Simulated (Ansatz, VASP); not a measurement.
# One calculation of Si3As2, two programs

```
CELL_PARAMETERS angstrom
3.76374 0.00000 0.00000
-1.88187 3.25949 0.00000
0.00000 0.00000 19.59628
ATOMIC_POSITIONS crystal
Si 0.00000 0.00000 0.06037
Si 0.33333 0.66667 0.10273
Si 0.33333 0.66667 0.22274
Si 0.00000 0.00000 0.93963
Si 0.66667 0.33333 0.89727
Si 0.66667 0.33333 0.77726
As 0.33333 0.66667 0.72228
As 0.66667 0.33333 0.27772
As 0.33333 0.66667 0.46557
As 0.66667 0.33333 0.53443
```

Alike in both runs: functional PBE; k mesh 12 × 12 × 2; occupations gaussian, width 0.01 eV; no spin polarisation.

Ansatz relaxed the structure, and its values are those at the end. VASP's run is a single point on that final structure, the one shown.

```csv
,VASP,Ansatz
version,VASP 6.6.1,Ansatz 0.2.0
potentials or method,"VASP PAW PBE potentials, release 64 (Si, As), cutoff 520 eV","scalar-relativistic, plane waves, PAW"
valence electrons in the cell,44,84
```

|  | VASP | Ansatz | Ansatz less VASP |
| --- | --- | --- | --- |
| gap on the k mesh at the Fermi level (eV) | 0.47 | 0.49 | +0.014 |
| least direct gap on the mesh (eV) | 0.54 | 0.58 | +0.034 |
| pressure (GPa) | 0.1 | 0.0 | -0.08 |
| rms of the force components (eV/Å) | 0.023 | 0.001 | -0.0220 |

VASP's potentials hold 44 valence electrons a cell and Ansatz's 84, so a difference there can come from the potentials and not from the codes.
